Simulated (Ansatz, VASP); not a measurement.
**Rh in VASP and in Ansatz**

File INCAR:

```
PREC     = Accurate       # precision mode
ENCUT    = 500            # plane-wave cutoff, eV
EDIFF    = 1E-6           # SCF threshold, eV
ISMEAR   = 0              # smearing method
SIGMA    = 0.1            # smearing width, eV
LREAL    = F              # projectors in reciprocal space
LASPH    = T              # aspherical terms in the spheres
NELM     = 120            # most SCF steps
ALGO     = Normal         # electronic algorithm
ISIF     = 2              # what is computed and relaxed
LWAVE    = F              # write WAVECAR
LCHARG   = F              # write CHGCAR
GGA      = CA             # functional
NBANDS   = 14             # bands
GGA_COMPAT= F
```

The input KPOINTS:

```
Automatic mesh
0
Gamma
  8 8 8
```

The input POSCAR:

```
Rh
1.0
    0.0000000000      1.9015500000      1.9015500000
    1.9015500000      0.0000000000      1.9015500000
    1.9015500000      1.9015500000      0.0000000000
Rh
1
Direct
    0.0000000000      0.0000000000      0.0000000000
```

Input for Ansatz:

```yaml
crystal:
  lattice:
    - [0.0, 1.90155, 1.90155]
    - [1.90155, 0.0, 1.90155]
    - [1.90155, 1.90155, 0.0]
  atoms:
    - { symbol: Rh, position: [0.0, 0.0, 0.0] }
basis:
  ecutwfc: 420
kpoints:
  mp_grid: { grid: [8, 8, 8] }
hamiltonian:
  xc: lda
  pseudopotentials: { kind: paw, azcp: { folder: soft_1 } }
scf:
  occupations: { method: gaussian, width: 0.1 }
output:
  forces: true
  stress: true
  eigenvalues: true
```

Alike in both runs: task single point; functional LDA; k mesh 8 × 8 × 8; occupations gaussian, width 0.1 eV; no spin polarisation.

```csv
,VASP,Ansatz
version,VASP 6.6.1,Ansatz 0.2.0
potentials or method,"VASP PAW LDA potentials, release 64 (Rh_pv), cutoff 500 eV","scalar-relativistic, plane waves, PAW"
valence electrons in the cell,15,17
```

Ansatz gave:

```
gap on the k mesh at the Fermi level (eV) : none
pressure (GPa)                            : -10.3
```

Question: Estimate VASP's values.

Answer: gap on the k mesh at the Fermi level (eV): none; pressure (GPa): -9.5.

Ansatz warns that its potentials were made for another functional, while VASP's fit it. LDA's correlation is that of Perdew and Zunger in VASP and of Perdew and Wang (1992) in Ansatz. A gap of «none» marks a metal or a gap that the smearing closes. VASP's potentials hold 15 valence electrons a cell and Ansatz's 17, so a difference there can come from the potentials and not from the codes.
